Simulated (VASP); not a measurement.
# AgI (P6_3mc) in VASP: further runs

Runs on AgI. Level: PBE. Tasks: single point.

Program: VASP 6.6.1. These are calculated values, not measurements. Logs are shortened: lines on timing, memory, paths and dates and some standing lists are left out, and cuts for length are marked.

**1. The cell of the first run**

The structure is hexagonal, space group P6_3mc (No. 186). Conventional cell: a = 4.475 Å, b = 4.475 Å, c = 7.868 Å, α = 90.00°, β = 90.00°, γ = 120.00°. Ag (site symmetry 3m) has 4 I at 2.81 to 2.82 Å within 3.7 Å. I (site symmetry 3m) has 4 Ag at 2.81 to 2.82 Å within 3.7 Å.

**2. Single point, PBE (biaxial strain in the a-b plane: -4.5 %)**

The input, INCAR:

```
SYSTEM = AgI
  ALGO = Normal
  EDIFF = 1E-6
  ENCUT = 500
  GGA = PE
  GGA_COMPAT = .False.
  ISIF = 2
  ISMEAR = 0
  LASPH = .True.
  LCHARG = .True.
  LELF = .True.
  LREAL = .False.
  LVHAR = .True.
  LWAVE = .False.
  NBANDS = 26
  NELM = 120
  PREC = Accurate
  SIGMA = 0.02
```

The input, KPOINTS:

```
k-points
0
Gamma
  6 6 4
  0 0 0
```

The input, POSCAR:

```
AgI
1.0
    4.4754038854      0.0000000000      0.0000000000
   -2.2377019427      3.8758134570      0.0000000000
    0.0000000000      0.0000000000      7.8679830950
Ag I
2 2
Direct
    0.3333333333      0.6666666667      0.0105302050
    0.6666666667      0.3333333333      0.5105302050
    0.3333333333      0.6666666667      0.3693697950
    0.6666666667      0.3333333333      0.8693697950
```

Potentials or basis: VASP PAW PBE potentials, release 64 (Ag, I).

The run is started by

```bash
$ cat potpaw_PBE.64/Ag/POTCAR potpaw_PBE.64/I/POTCAR > POTCAR
$ mpirun -np 1 vasp_std > vasp.out
```

OUTCAR:

```text
SYSTEM = AgI
   EDIFF = 1E-6
   ENCUT = 500
   GGA = PE
   ISIF = 2
   ISMEAR = 0
   LASPH = .True.
   LREAL = .False.
   NELM = 120
   PREC = Accurate

 ion  position               nearest neighbor table
   1  0.333  0.667  0.011-   4 2.81   4 2.81   4 2.81   3 2.82
   2  0.667  0.333  0.511-   3 2.81   3 2.81   3 2.81   4 2.82
   3  0.333  0.667  0.369-   2 2.81   2 2.81   2 2.81   1 2.82
   4  0.667  0.333  0.869-   1 2.81   1 2.81   1 2.81   2 2.82

  LATTYP: Found a hexagonal cell.
 ALAT       =     4.4754038854
 C/A-ratio  =     1.7580498423

  Lattice vectors:

 A1 = (   4.4754038854,   0.0000000000,   0.0000000000)
 A2 = (  -2.2377019427,   3.8758134570,   0.0000000000)
 A3 = (   0.0000000000,   0.0000000000,   7.8679830950)

Analysis of symmetry for initial positions (statically):
=====================================================================
 Subroutine PRICEL returns:
 Original cell was already a primitive cell.

 Routine SETGRP: Setting up the symmetry group for a
 hexagonal supercell.

 Subroutine GETGRP returns: Found 12 space group operations
 (whereof  6 operations were pure point group operations)
 out of a pool of 24 trial point group operations.

The static configuration has the point symmetry C_3v.
 The point group associated with its full space group is C_6v.

Analysis of symmetry for dynamics (positions and initial velocities):
=====================================================================
 Subroutine PRICEL returns:
 Original cell was already a primitive cell.

 Routine SETGRP: Setting up the symmetry group for a
 hexagonal supercell.

 Subroutine GETGRP returns: Found 12 space group operations
 (whereof  6 operations were pure point group operations)
 out of a pool of 24 trial point group operations.

The dynamic configuration has the point symmetry C_3v.
 The point group associated with its full space group is C_6v.

 Subroutine INISYM returns: Found 12 space group operations
 (whereof  6 operations are pure point group operations),
 and found     1 'primitive' translations

----------------------------------------------------------------------------------------

                                     Primitive cell

  volume of cell :     136.4767

  direct lattice vectors                    reciprocal lattice vectors
     4.475403885  0.000000000  0.000000000     0.223443521  0.129005177  0.000000000
    -2.237701943  3.875813457  0.000000000     0.000000000  0.258010353  0.000000000
     0.000000000  0.000000000  7.867983095     0.000000000  0.000000000  0.127097375

  length of vectors
     4.475403885  4.475403885  7.867983095     0.258010353  0.258010353  0.127097375

  position of ions in fractional coordinates (direct lattice)
     0.333333333  0.666666667  0.010530205
     0.666666667  0.333333333  0.510530205
     0.333333333  0.666666667  0.369369795
     0.666666667  0.333333333  0.869369795

  ion indices of the primitive-cell ions
   primitive index   ion index
                 1           1
                 2           2
                 3           3
                 4           4

----------------------------------------------------------------------------------------

 KPOINTS: k-points

Automatic generation of k-mesh.
 Grid dimensions read from file:
 generate k-points for:    6    6    4

 Generating k-lattice:

  Cartesian coordinates                     Fractional coordinates (reciprocal lattice)
     0.037240587  0.021500863  0.000000000     0.166666667  0.000000000  0.000000000
     0.000000000  0.043001726  0.000000000     0.000000000  0.166666667  0.000000000
     0.000000000  0.000000000  0.031774344     0.000000000  0.000000000  0.250000000

  Length of vectors
     0.043001726  0.043001726  0.031774344

  Shift w.r.t. Gamma in fractional coordinates (k-lattice)
     0.000000000  0.000000000  0.000000000

 Subroutine IBZKPT returns following result:
 ===========================================

 Found     21 irreducible k-points:

 Following reciprocal coordinates:
            Coordinates               Weight
  0.000000  0.000000  0.000000      1.000000
  0.166667  0.000000  0.000000      6.000000
  0.333333  0.000000  0.000000      6.000000
  0.500000  0.000000  0.000000      3.000000
  0.166667  0.166667  0.000000      6.000000
  0.333333  0.166667  0.000000     12.000000
[... 13 lines left out ...]
  0.333333  0.166667  0.500000     12.000000
  0.333333  0.333333  0.500000      2.000000
   k-points           NKPTS =     21   k-points in BZ     NKDIM =     21   number of bands    NBANDS=     26
   number of dos      NEDOS =    301   number of ions     NIONS =      4
   total plane-waves  NPLWV =  77760
   dimension x,y,z NGX =    36 NGY =   36 NGZ =   60
   dimension x,y,z NGXF=    72 NGYF=   72 NGZF=  120
   ions per type =               2   2
   NGX,Y,Z   is equivalent  to a cutoff of  13.37, 13.37, 12.68 a.u.
   NGXF,Y,Z  is equivalent  to a cutoff of  26.75, 26.75, 25.36 a.u.
 SYSTEM =  AgI
   PREC   = accura    normal or accurate (medium, high low for compatibility)
   ISTART =      0    job   : 0-new  1-cont  2-samecut
   ICHARG =      2    charge: 1-file 2-atom 10-const
   ISPIN  =      1    spin polarized calculation?
   LNONCOLLINEAR =      F non collinear calculations
   LSORBIT =      F    spin-orbit coupling
   LASPH  =      T    aspherical Exc in radial PAW
   ENCUT  =  500.0 eV  36.75 Ry    6.06 a.u.   8.16  8.16 14.35*2*pi/ulx,y,z
   NELM   =    120;   NELMIN=  2; NELMDL= -5     # of ELM steps
   EDIFF  = 0.1E-05   stopping-criterion for ELM
   LREAL  =      F    real-space projection
   EDIFFG = 0.1E-04   stopping-criterion for IOM
   NSW    =      0    number of steps for IOM
   IBRION =     -1    ionic relax: 0-MD 1-quasi-New 2-CG
   NFREE  =      0    steps in history (QN), initial steepest desc. (CG)
   ISIF   =      2    stress and relaxation
   ISYM   =      2    0-nonsym 1-usesym 2-fastsym
   POTIM  = 0.5000    time-step for ionic-motion
   TEBEG  =    0.0;   TEEND  =   0.0 temperature during run
   PSTRESS=    0.0 pullay stress
   NELECT =      36.0000    total number of electrons
   NUPDOWN=      -1.0000    fix difference up-down
   EMIN   =  10.00;   EMAX   =-10.00  energy-range for DOS
   EFERMI =   0.00;   METHOD = LEGACY
   ISMEAR =     0;   SIGMA  =   0.02  broadening in eV -4-tet -1-fermi 0-gaus
   EFERMI_NEDOS =   21; number of points for ismear=-14 and -15
   IALGO  =     38    algorithm
   IMIX   =      4    mixing-type and parameters
     AMIX     =   0.40;   BMIX     =  1.00
     AMIX_MAG =   1.60;   BMIX_MAG =  1.00
  volume/ion in A,a.u.               =      34.12       230.25
  Fermi-wavevector in a.u.,A,eV,Ry     =   1.049920  1.984061 14.998134  1.102332
  Thomas-Fermi vector in A             =   2.184902
   LORBIT       =      0    0 simple, 1 ext, 2 COOP (PROOUT), +10 PAW based schemes
   GGA     = PE    functional components
   LHFCALC =     F    Hartree Fock is set to
   AEXX    =    0.0000 exact exchange contribution
   IVDW    =     0    specifies the selected vdW correction
   LEPSILON=     F    determine dielectric tensor
   LRPA    =     F    only Hartree local field effects (RPA)
 non-spin polarized calculation
 Gauss-broadening in eV      SIGMA  =   0.02
  energy-cutoff  :      500.00
  volume of cell :      136.48
 maximum number of plane-waves:      3491
 NGX is ok and might be reduce to    36
   NGX = 17   NGY = 17   NGZ = 29

 number of electron      35.9999995 magnetization

 Free energy of the ion-electron system (eV)
  ---------------------------------------------------
  ext. energy  EPLUGINS =         0.00000000
  ---------------------------------------------------
  free energy    TOTEN  =        -9.50508201 eV

  energy without entropy =       -9.50508201  energy(sigma->0) =       -9.50508201

 E-fermi :   3.3428     XC(G=0):  -8.4541

 val. band max:        3.1923837221   @ k =   0.0000   0.0000   0.0000
 cond. band min:       4.4786830830   @ k =   0.0000   0.0000   0.0000
 fundamental gap:      1.2862993608
 Fermi energy:         3.3428171314

 k-point     1 :       0.0000    0.0000    0.0000
  band No.  band energies     occupation
      1      -9.6401      2.00000
      2      -9.3876      2.00000
      3      -1.1354      2.00000
      4      -1.0883      2.00000
      5      -0.9693      2.00000
      6      -0.9693      2.00000
[... 18 lines left out ...]
     25      10.0163      0.00000
     26      10.1228      0.00000

 k-point     2 :       0.1667    0.0000    0.0000
  band No.  band energies     occupation
      1      -9.5710      2.00000
      2      -9.3462      2.00000
      3      -1.1013      2.00000
      4      -1.0389      2.00000
      5      -0.9421      2.00000
      6      -0.9419      2.00000
[... 18 lines left out ...]
     25       9.9556      0.00000
     26      10.5390      0.00000

 k-point     3 :       0.3333    0.0000    0.0000
  band No.  band energies     occupation
      1      -9.4182      2.00000
      2      -9.2691      2.00000
      3      -1.1680      2.00000
      4      -1.0166      2.00000
      5      -0.9002      2.00000
      6      -0.8055      2.00000
[... 18 lines left out ...]
     25      10.4967      0.00000
     26      11.2585      0.00000

 k-point     4 :       0.5000    0.0000    0.0000
  band No.  band energies     occupation
      1      -9.3258      2.00000
      2      -9.2421      2.00000
      3      -1.1395      2.00000
      4      -1.0812      2.00000
      5      -0.8868      2.00000
      6      -0.8678      2.00000
[... 18 lines left out ...]
     25      10.5710      0.00000
     26      12.4225      0.00000
[... 409 lines left out ...]
      1      -9.3740      2.00000
      2      -9.3740      2.00000
      3      -1.1711      2.00000
      4      -1.1711      2.00000
      5      -0.8556      2.00000
      6      -0.8556      2.00000
[... 18 lines left out ...]
     25      10.2493      0.00000
     26      10.2493      0.00000

 k-point    20 :       0.3333    0.1667    0.5000
  band No.  band energies     occupation
      1      -9.2838      2.00000
      2      -9.2838      2.00000
      3      -1.1574      2.00000
      4      -1.1574      2.00000
      5      -0.8404      2.00000
      6      -0.8404      2.00000
[... 18 lines left out ...]
     25      10.8310      0.00000
     26      10.8310      0.00000

 k-point    21 :       0.3333    0.3333    0.5000
  band No.  band energies     occupation
      1      -9.2536      2.00000
      2      -9.2536      2.00000
      3      -1.0284      2.00000
      4      -1.0284      2.00000
      5      -0.9454      2.00000
      6      -0.9454      2.00000
[... 18 lines left out ...]
     25      11.3971      0.00000
     26      11.3971      0.00000

------------------------ aborting loop because EDIFF is reached ----------------------------------------

  FORCE on cell =-STRESS in cart. coord.  units (eV):
  Direction    XX          YY          ZZ          XY          YZ          ZX
  --------------------------------------------------------------------------------------
  -------------------------------------------------------------------------------------
  Total        2.0088153      2.0088153      0.5939491      0.0000000      0.0000000      0.0000000
  in kB       23.5826209     23.5826209      6.9727055      0.0000000      0.0000000      0.0000000
  external PRESSURE =      18.0459824 kB  Pullay stress =       0.0000000 kB

 VOLUME and BASIS-vectors are now :
 -----------------------------------------------------------------------------
  energy-cutoff  :      500.00
  volume of cell :      136.48
      direct lattice vectors                 reciprocal lattice vectors
     4.475403885  0.000000000  0.000000000     0.223443521  0.129005177  0.000000000
    -2.237701943  3.875813457  0.000000000     0.000000000  0.258010353  0.000000000
     0.000000000  0.000000000  7.867983095     0.000000000  0.000000000  0.127097375

 POSITION                                       TOTAL-FORCE (eV/Angst)
 -----------------------------------------------------------------------------------
     -0.00000      2.58388      0.08285         0.000000     -0.000000      0.076586
      2.23770      1.29194      4.01684        -0.000000      0.000000      0.076586
     -0.00000      2.58388      2.90620         0.000000      0.000000     -0.076586
      2.23770      1.29194      6.84019        -0.000000      0.000000     -0.076586
 -----------------------------------------------------------------------------------
    total drift:                               -0.000000      0.000000      0.001033

  FREE ENERGIE OF THE ION-ELECTRON SYSTEM (eV)
  ---------------------------------------------------
  free  energy   TOTEN  =        -9.5050820084 eV

  energy  without entropy=       -9.5050820084  energy(sigma->0) =       -9.50508201
```

It took 34 s on 1 thread of Intel Xeon 6975P-C (Granite Rapids), shared host; peak memory 0.28 GiB.

Results:

```yaml
Free_energy: -9.5051 eV
Pressure: 1.8 GPa
Largest_force: 0.077 eV/Å
Band_gap_on_the_k_mesh: 1.29 eV
```

Forces on the atoms (eV/Å):
```
Ag   0.000  0.000  0.077
Ag   0.000  0.000  0.077
I    0.000  0.000 -0.077
I    0.000  0.000 -0.077
```

Caveat: the cell differs from its parent crystal (biaxial strain in the a-b plane: -4.5 %); spin-orbit coupling is left out, which moves the levels of the heavy elements.

**3. Single point, PBE (biaxial strain in the a-b plane: -4.5 %, then relaxed in part)**

The input, INCAR:

```
PREC = Accurate ; ENCUT = 500
EDIFF = 1E-6 ; ISMEAR = 0
SIGMA = 0.02 ; LREAL = False
LASPH = True ; NELM = 120
ALGO = Normal ; ISIF = 2
LWAVE = False ; LCHARG = True
GGA = PE ; LELF = True
LVHAR = True ; NBANDS = 26
GGA_COMPAT = False
```

The input, KPOINTS:

```
Automatic mesh
0
Gamma
  6 6 4
```

The input, POSCAR:

```
AgI
1.0
    4.4754038854      0.0000000000      0.0000000000
   -2.2377019427      3.8758134570      0.0000000000
    0.0000000000      0.0000000000      8.0277288622
Ag I
2 2
Direct
    0.3333333333      0.6666666667      0.0144994568
    0.6666666667      0.3333333333      0.5144994568
    0.3333333333      0.6666666667      0.3654005432
    0.6666666667      0.3333333333      0.8654005432
```

Potentials or basis: VASP PAW PBE potentials, release 64 (Ag, I).

The run is started by

```bash
$ cat potpaw_PBE.64/Ag/POTCAR potpaw_PBE.64/I/POTCAR > POTCAR
$ mpirun -np 1 vasp_std > vasp.out
```

Run time: 34 s. Hardware: 1 thread of Intel Xeon 6975P-C (Granite Rapids), shared host; peak memory 0.28 GiB.

The run converged. Its results:

- Free energy: -9.5156 eV
- Pressure: 1.0 GPa
- Band gap on the k mesh: 1.26 eV

Stress tensor (GPa, compression positive):
```
 1.54  0.00  0.00
 0.00  1.54  0.00
 0.00  0.00 -0.08
```

Levels at points of the mesh, in eV from the valence-band top:
| k point | band 14 | band 15 | band 16 | band 17 | band 18 | band 19 | band 20 | band 21 | band 22 | band 23 |
| --- | --- | --- | --- | --- | --- | --- | --- | --- | --- | --- |
| (0.00, 0.00, 0.00) | -0.68 | -0.68 | -0.22 | 0.00 | 0.00 | 1.26 | 3.18 | 5.43 | 6.14 | 6.14 |
| (0.50, 0.00, 0.00) | -2.38 | -2.14 | -1.60 | -1.19 | -0.54 | 3.17 | 3.86 | 4.53 | 5.37 | 6.13 |
| (0.00, 0.00, 0.50) | -1.89 | -0.35 | -0.35 | -0.35 | -0.35 | 2.80 | 2.80 | 5.51 | 5.51 | 6.46 |
| (0.50, 0.00, 0.50) | -2.69 | -1.39 | -1.39 | -1.06 | -1.06 | 3.03 | 3.03 | 4.98 | 4.98 | 7.16 |

Caveat: the cell differs from its parent crystal (biaxial strain in the a-b plane: -4.5 %, then relaxed in part); spin-orbit coupling is left out, which moves the levels of the heavy elements.

[end of part 1 of 2]
